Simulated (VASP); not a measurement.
The system is BiTe5.

```
Bi Te
1.0
     7.14753    0.00000    0.00000
    -3.57376    6.18994    0.00000
     0.00000    0.00000    4.42023
Bi Te
1 5
Direct
  0.00000 0.00000 0.50000
  0.00000 0.33385 0.00000
  0.66615 0.66615 0.00000
  0.33385 0.00000 0.00000
  0.66667 0.33333 0.50000
  0.33333 0.66667 0.50000
```

The cell was generated, and may not be a known phase.

```yaml
Program: VASP 6.6.1
Task: relaxation of cell and atoms
Functional: PBE
Potentials_or_basis: VASP PAW PBE potentials, release 64 (Bi_d, Te)
Cutoff: 600 eV
k_mesh: 6 × 6 × 8
Occupations: gaussian, width 0.1 eV
Spin: no spin polarisation
```

At the start: pressure -0.6 GPa; volume 32.59 Å³/atom.

Problem. Where does the relaxation end?

Solution. Over 12 steps the energy falls by 2.5 meV/atom and the volume is 31.78 Å³/atom (-2.5 %); space group P-62m (No. 189, to 0.1 Å) before and after.

Step by step:
```csv
step,energy change (eV),largest force (eV/Å),pressure (GPa),volume (Å³)
1,0.0000,0.0227,-0.58,195.56
2,-0.0072,0.0307,0.15,192.25
3,-0.0072,0.0308,0.14,192.23
4,-0.0121,0.0269,0.07,191.69
5,-0.0149,0.0195,-0.03,190.70
6,-0.0150,0.0208,-0.01,190.87
7,-0.0150,0.0205,-0.01,190.84
8,-0.0150,0.0158,0.00,190.71
9,-0.0150,0.0047,0.06,190.40
10,-0.0151,0.0076,0.07,190.49
11,-0.0151,0.0117,0.05,190.60
12,-0.0151,0.0079,0.02,190.68
```

Final structure:
```cif
data_structure
_symmetry_space_group_name_H-M 'P 1'
_symmetry_Int_Tables_number 1
_cell_length_a 7.0177
_cell_length_b 7.0177
_cell_length_c 4.4707
_cell_angle_alpha 90.000
_cell_angle_beta 90.000
_cell_angle_gamma 120.000
_cell_volume 190.68
loop_
_atom_site_label
_atom_site_type_symbol
_atom_site_fract_x
_atom_site_fract_y
_atom_site_fract_z
_atom_site_occupancy
Bi1 Bi 0.00000 0.00000 0.50000 1
Te1 Te 0.00000 0.33520 0.00000 1
Te2 Te 0.66480 0.66480 0.00000 1
Te3 Te 0.33520 0.00000 0.00000 1
Te4 Te 0.66667 0.33333 0.50000 1
Te5 Te 0.33333 0.66667 0.50000 1
```

Caveat: an odd number of electrons without spin polarisation forces a metal; a magnetic or distorted state may lie lower.
